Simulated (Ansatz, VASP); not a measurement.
# AlH in VASP and in Ansatz

```
Al H
1.0
     3.16099   -2.37480   -0.08836
     3.16099    2.37480   -0.08836
    -3.05191    0.00000    3.86365
Al H
2 2
Direct
  0.17614 0.17614 0.85225
  0.82386 0.82386 0.14775
  0.81916 0.81916 0.50031
  0.18084 0.18084 0.49969
```

Alike in both runs: functional PBE; k mesh 16 × 16 × 10; occupations gaussian, width 0.1 eV; no spin polarisation.

Ansatz relaxed the structure, and its values are those at the end. VASP's run is a single point on that final structure, the one shown.

|  | VASP | Ansatz |
| --- | --- | --- |
| version | VASP 6.6.1 | Ansatz 0.2.0 |
| potentials or method | VASP PAW PBE potentials, release 64 (Al, H), cutoff 520 eV | scalar-relativistic, plane waves, PAW |
| valence electrons in the cell | 8 | 8 |

Ansatz gave:

```
gap on the k mesh at the Fermi level (eV) : none
pressure (GPa)                            : 0.0
rms of the force components (eV/Å)        : 0.000
```

Question: What did VASP give for the same quantities?

Answer: gap on the k mesh at the Fermi level (eV): none; pressure (GPa): -0.1; rms of the force components (eV/Å): 0.005.

A gap of «none» marks a metal or a gap that the smearing closes.
